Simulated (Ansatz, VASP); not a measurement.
Two plane-wave programs on Ca

INCAR

```
ALGO     = Fast           # electronic algorithm
EDIFF    = 1E-7           # SCF threshold, eV
EDIFFG   = -0.005         # ionic threshold
ENCUT    = 600            # plane-wave cutoff, eV
GGA      = PS             # functional
IBRION   = 2              # ionic algorithm
ISIF     = 3              # what is computed and relaxed
ISMEAR   = 0              # smearing method
LASPH    = T              # aspherical terms in the spheres
LCHARG   = F              # write CHGCAR
LREAL    = F              # projectors in reciprocal space
LWAVE    = F              # write WAVECAR
NELM     = 60             # most SCF steps
NSW      = 70             # ionic steps
PREC     = Accurate       # precision mode
SIGMA    = 0.1            # smearing width, eV
```

KPOINTS

```
k-points
0
Gamma
  14 14 14
```

POSCAR

```
Ca
1.0
    0.0000000000      2.7623960552      2.7623960552
    2.7623960552      0.0000000000      2.7623960552
    2.7623960552      2.7623960552      0.0000000000
Ca
1
Direct
    0.0000000000      0.0000000000      0.0000000000
```

Input for Ansatz:

```yaml
crystal:
  lattice:
    - [0.0, 2.7623960552, 2.7623960552]
    - [2.7623960552, 0.0, 2.7623960552]
    - [2.7623960552, 2.7623960552, 0.0]
  atoms:
    - { symbol: Ca, position: [0.0, 0.0, 0.0] }
basis:
  ecutwfc: 420
kpoints:
  mp_grid: { grid: [14, 14, 14] }
hamiltonian:
  xc: pbesol
scf:
  occupations: { method: gaussian, width: 0.1 }
output:
  forces: true
  stress: true
  eigenvalues: true
relax:
  adjacent_minimum: "off"
  f_tol: 0.005
  max_steps: 50
  cell: { stress_tol: 0.05 }
```

Alike in both runs: task relaxation of cell and atoms; functional PBEsol; k mesh 14 × 14 × 14; occupations gaussian, width 0.1 eV; no spin polarisation.

|  | VASP | Ansatz |
| --- | --- | --- |
| version | VASP 6.6.1 | Ansatz 0.2.0 |
| potentials or method | VASP PAW PBE potentials, release 64 (Ca_sv), cutoff 600 eV | scalar-relativistic, plane waves, PAW |
| valence electrons in the cell | 10 | 10 |

```tsv
	VASP	Ansatz	Ansatz less VASP
gap on the k mesh at the Fermi level, each at its own relaxed structure (eV)	none	none	-
relaxed volume (Å³/atom)	40.65	40.54	-0.109
relaxed cell length with the largest relative difference (Å)	3.859	3.856	-0.0035
```

VASP's potentials were made for PBE, not for PBEsol. A gap of «none» marks a metal or a gap that the smearing closes.
